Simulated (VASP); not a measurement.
# BAs in VASP: relaxation of the atoms with PBE

Aim: the relaxation of the atoms of BAs with PBE.

Program: VASP 6.6.1. These are calculated values, not measurements. Logs are shortened: lines on timing, memory, paths and dates and some standing lists are left out, and cuts for length are marked.

### 1 The cell of the first run

The cell holds a slab with vacuum, 8 atoms: a = 3.400 Å, b = 3.400 Å, c = 24.023 Å, α = 90.00°, β = 90.00°, γ = 120.00°.

### 2 Relaxation of the atoms, PBE

Input file INCAR:

```
ALGO = Normal
DIPOL = 0.5 0.5 0.500
EDIFF = 1E-7
EDIFFG = -0.02
ENCUT = 450
GGA = PE
GGA_COMPAT = F
IBRION = 2
IDIPOL = 3
ISIF = 2
ISMEAR = 0
LASPH = T
LCHARG = F
LDIPOL = T
LREAL = F
LWAVE = F
NELM = 120
NELMDL = -8
NELMIN = 4
NSW = 80
PREC = Accurate
SIGMA = 0.05
```

Input file KPOINTS:

```
k-points
0
Gamma
  9 9 1
```

Input file POSCAR:

```
BAs
1.0
    3.4003508765      0.0000000000      0.0000000000
   -1.7001754383      2.9447902409      0.0000000000
    0.0000000000      0.0000000000     24.0232183101
As B
4 4
Direct
    0.0000000000      0.0000000000      0.3121979704
    0.3333333333      0.6666666667      0.4277684502
    0.6666666667      0.3333333333      0.5433389299
    0.0000000000      0.0000000000      0.6589094096
    0.3333333333      0.6666666667      0.3410905904
    0.6666666667      0.3333333333      0.4566610701
    0.0000000000      0.0000000000      0.5722315498
    0.3333333333      0.6666666667      0.6878020296
```

Potentials or basis: VASP PAW PBE potentials, release 64 (As, B).

Launch:

```bash
$ cat potpaw_PBE.64/As/POTCAR potpaw_PBE.64/B/POTCAR > POTCAR
$ mpirun -np 1 vasp_std > vasp.out
```

OUTCAR:

```text
EDIFF = 1E-7
   EDIFFG = -0.02
   ENCUT = 450
   GGA = PE
   IBRION = 2
   ISIF = 2
   ISMEAR = 0
   LASPH = T
   LREAL = F
   NELM = 120
   NELMDL = -8
   NELMIN = 4
   NSW = 80
   PREC = Accurate

 ion  position               nearest neighbor table
   1  0.000  0.000  0.312-   5 2.08   5 2.08   5 2.08
   2  0.333  0.667  0.428-   6 2.08   6 2.08   6 2.08   5 2.08
   3  0.667  0.333  0.543-   7 2.08   7 2.08   7 2.08   6 2.08
   4  0.000  0.000  0.659-   7 2.08   8 2.08   8 2.08   8 2.08
   5  0.333  0.667  0.341-   2 2.08   1 2.08   1 2.08   1 2.08
   6  0.667  0.333  0.457-   2 2.08   2 2.08   2 2.08   3 2.08
   7  0.000  0.000  0.572-   3 2.08   3 2.08   3 2.08   4 2.08
   8  0.333  0.667  0.688-   4 2.08   4 2.08   4 2.08

  LATTYP: Found a hexagonal cell.
 ALAT       =     3.4003508765
 C/A-ratio  =     7.0649233513

  Lattice vectors:

 A1 = (   3.4003508765,   0.0000000000,   0.0000000000)
 A2 = (  -1.7001754383,   2.9447902409,   0.0000000000)
 A3 = (   0.0000000000,   0.0000000000,  24.0232183101)

Analysis of symmetry for initial positions (statically):
=====================================================================
 Subroutine PRICEL returns:
 Original cell was already a primitive cell.

 Routine SETGRP: Setting up the symmetry group for a
 hexagonal supercell.

 Subroutine GETGRP returns: Found  6 space group operations
 (whereof  6 operations were pure point group operations)
 out of a pool of 24 trial point group operations.

The static configuration has the point symmetry C_3v.

Analysis of symmetry for dynamics (positions and initial velocities):
=====================================================================
 Subroutine PRICEL returns:
 Original cell was already a primitive cell.

 Routine SETGRP: Setting up the symmetry group for a
 hexagonal supercell.

 Subroutine GETGRP returns: Found  6 space group operations
 (whereof  6 operations were pure point group operations)
 out of a pool of 24 trial point group operations.

The dynamic configuration has the point symmetry C_3v.

 Subroutine INISYM returns: Found  6 space group operations
 (whereof  6 operations are pure point group operations),
 and found     1 'primitive' translations

----------------------------------------------------------------------------------------

                                     Primitive cell

  volume of cell :     240.5522

  direct lattice vectors                    reciprocal lattice vectors
     3.400350877  0.000000000  0.000000000     0.294087298  0.169791380  0.000000000
[... 110 lines left out ...]
   GGA     = PE    functional components
   LHFCALC =     F    Hartree Fock is set to
   AEXX    =    0.0000 exact exchange contribution
   IVDW    =     0    specifies the selected vdW correction
   LEPSILON=     F    determine dielectric tensor
   LRPA    =     F    only Hartree local field effects (RPA)
 conjugate gradient relaxation of ions
 non-spin polarized calculation
 Gauss-broadening in eV      SIGMA  =   0.05
  energy-cutoff  :      450.00
  volume of cell :      240.55
 maximum number of plane-waves:      5246
 NGX is ok and might be reduce to    24
   NGX = 11   NGY = 11   NGZ = 83

 dipolmoment           0.000000      0.000000      0.085884 electrons x Angstroem

--------------------------------------- Ionic step        1  -------------------------------------------

 number of electron      31.9999994 magnetization

 Free energy of the ion-electron system (eV)
  ---------------------------------------------------
  ext. energy  EPLUGINS =         0.00000000
  ---------------------------------------------------
  free energy    TOTEN  =       -42.86427403 eV

  energy without entropy =      -42.85238653  energy(sigma->0) =      -42.85833028

 E-fermi :  -0.1146     XC(G=0):  -5.5350

 val. band max:       -0.1321719682   @ k =   0.3333   0.3333   0.0000
 cond. band min:      -0.0809823363   @ k =   0.3333   0.2222   0.0000
 fundamental gap:      0.0511896319
 Fermi energy:        -0.1146333281

 k-point     1 :       0.0000    0.0000    0.0000
  band No.  band energies     occupation
      1     -15.2298      2.00000
      2     -14.3714      2.00000
      3     -13.4734      2.00000
      4     -12.3416      2.00000
      5      -7.9520      2.00000
      6      -5.8362      2.00000
[... 396 lines left out ...]
  FREE ENERGIE OF THE ION-ELECTRON SYSTEM (eV)
  ---------------------------------------------------
  free  energy   TOTEN  =       -43.1090827081 eV

  energy  without entropy=      -43.0944707210  energy(sigma->0) =      -43.10177671

[... ionic steps 4 to 10 ...]

--------------------------------------- Ionic step       11  -------------------------------------------

 number of electron      31.9999998 magnetization

------------------------ aborting loop because EDIFF is reached ----------------------------------------
[... 79 lines left out ...]
--------------------------------------- Ionic step       13  -------------------------------------------

 number of electron      31.9999999 magnetization

 dipolmoment           0.000000      0.000000     -0.068474 electrons x Angstroem

 Free energy of the ion-electron system (eV)
  ---------------------------------------------------
  ext. energy  EPLUGINS =         0.00000000
  ---------------------------------------------------
  free energy    TOTEN  =       -43.12941079 eV

  energy without entropy =      -43.11479794  energy(sigma->0) =      -43.12210437

 E-fermi :   0.0972     XC(G=0):  -5.4997

 val. band max:        0.0966344835   @ k =   0.2222   0.1111   0.0000
 cond. band min:       0.1080479401   @ k =   0.4444   0.1111   0.0000
 fundamental gap:      0.0114134565
 Fermi energy:         0.0971868834

 k-point     1 :       0.0000    0.0000    0.0000
  band No.  band energies     occupation
      1     -15.2116      2.00000
      2     -14.4286      2.00000
      3     -13.5262      2.00000
      4     -12.2679      2.00000
      5      -7.6794      2.00000
      6      -5.5959      2.00000
[... 277 lines left out ...]
     20       3.6858      0.00000
     21       5.3348      0.00000

------------------------ aborting loop because EDIFF is reached ----------------------------------------

 vacuum level on the upper side and lower side of the slab       (xc-potential included)        -0.617         0.593

  FORCE on cell =-STRESS in cart. coord.  units (eV):
  Direction    XX          YY          ZZ          XY          YZ          ZX
  --------------------------------------------------------------------------------------
  -------------------------------------------------------------------------------------
  Total        0.2613987      0.2613987     -0.1314604     -0.0000000      0.0000000      0.0000000
  in kB        1.7410240      1.7410240     -0.8755809     -0.0000000      0.0000000      0.0000000
  external PRESSURE =       0.8688223 kB  Pullay stress =       0.0000000 kB
[... 23 lines left out ...]
  FREE ENERGIE OF THE ION-ELECTRON SYSTEM (eV)
  ---------------------------------------------------
  free  energy   TOTEN  =       -43.1294107929 eV

  energy  without entropy=      -43.1147979397  energy(sigma->0) =      -43.12210437

 reached required accuracy - stopping structural energy minimisation

 vacuum level on the upper side and lower side of the slab         4.345         5.586
```

CONTCAR:

```text
BAs
   1.00000000000000
     3.4003508765000001    0.0000000000000000    0.0000000000000000
    -1.7001754383000001    2.9447902409000002    0.0000000000000000
     0.0000000000000000    0.0000000000000000   24.0232183100999990
  As              B
     4     4
Direct
     0.0000000000000000    0.0000000000000000    0.3125132248033978
     0.3333333332999970    0.6666666667000030    0.4282569329081424
     0.6666666667000030    0.3333333332999970    0.5447496187825379
     0.0000000000000000    0.0000000000000000    0.6643088958420371
     0.3333333332999970    0.6666666667000030    0.3400789590785298
     0.6666666667000030    0.3333333332999970    0.4569564915217754
     0.0000000000000000    0.0000000000000000    0.5725753477733637
     0.3333333332999970    0.6666666667000030    0.6805605292902160

  0.00000000E+00  0.00000000E+00  0.00000000E+00
  0.00000000E+00  0.00000000E+00  0.00000000E+00
  0.00000000E+00  0.00000000E+00  0.00000000E+00
  0.00000000E+00  0.00000000E+00  0.00000000E+00
  0.00000000E+00  0.00000000E+00  0.00000000E+00
  0.00000000E+00  0.00000000E+00  0.00000000E+00
  0.00000000E+00  0.00000000E+00  0.00000000E+00
  0.00000000E+00  0.00000000E+00  0.00000000E+00
```

Wall time 10 min (1 thread of Intel Xeon Platinum 8259CL at 2.50GHz (Skylake/Cascade Lake), shared host); peak memory 0.32 GiB.

What came out:

| Property | Result |
| --- | --- |
| Free energy | -43.1294 eV |
| Energy gained by relaxing | 33.1 meV/atom |
| Ionic steps | 13 |
| Largest force after relaxing | 0.015 eV/Å |
| Band gap on the k mesh | zero (bands 16 and 17 overlap by 0.20 eV) |

Forces in eV/Å, atoms in the order of the input:
```
As   0.000  0.000  0.015
As   0.000  0.000 -0.013
As   0.000  0.000 -0.008
As   0.000  0.000 -0.006
B    0.000  0.000  0.002
B    0.000  0.000  0.013
B    0.000  0.000  0.001
B    0.000  0.000 -0.005
```

Step by step:
```tsv
step	energy change (eV)	largest force (eV/Å)	pressure (GPa)
1	0.0000	2.1803	-0.18
2	-0.2280	0.5824	-0.06
3	-0.2448	0.4016	0.02
4	-0.2561	0.2209	0.00
5	-0.2594	0.1873	-0.02
6	-0.2634	0.0735	-0.01
7	-0.2635	0.1082	0.00
8	-0.2644	0.0482	0.00
9	-0.2646	0.0409	0.01
10	-0.2648	0.0226	0.02
11	-0.2649	0.0441	0.04
12	-0.2650	0.0313	0.06
13	-0.2651	0.0148	0.09
```

Final structure:
```
CELL_PARAMETERS angstrom
3.40035 0.00000 0.00000
-1.70018 2.94479 0.00000
0.00000 0.00000 24.02322
ATOMIC_POSITIONS crystal
As 0.00000 0.00000 0.31251
As 0.33333 0.66667 0.42826
As 0.66667 0.33333 0.54475
As 0.00000 0.00000 0.66431
B 0.33333 0.66667 0.34008
B 0.66667 0.33333 0.45696
B 0.00000 0.00000 0.57258
B 0.33333 0.66667 0.68056
```

Levels at points of the mesh, in eV from the Fermi level:
| k point | band 13 | band 14 | band 15 | band 16 | band 17 | band 18 | band 19 | band 20 |
| --- | --- | --- | --- | --- | --- | --- | --- | --- |
| (0.00, 0.00, 0.00) | -0.84 | -0.25 | 0.07 | 0.07 | 1.08 | 2.28 | 2.89 | 3.43 |
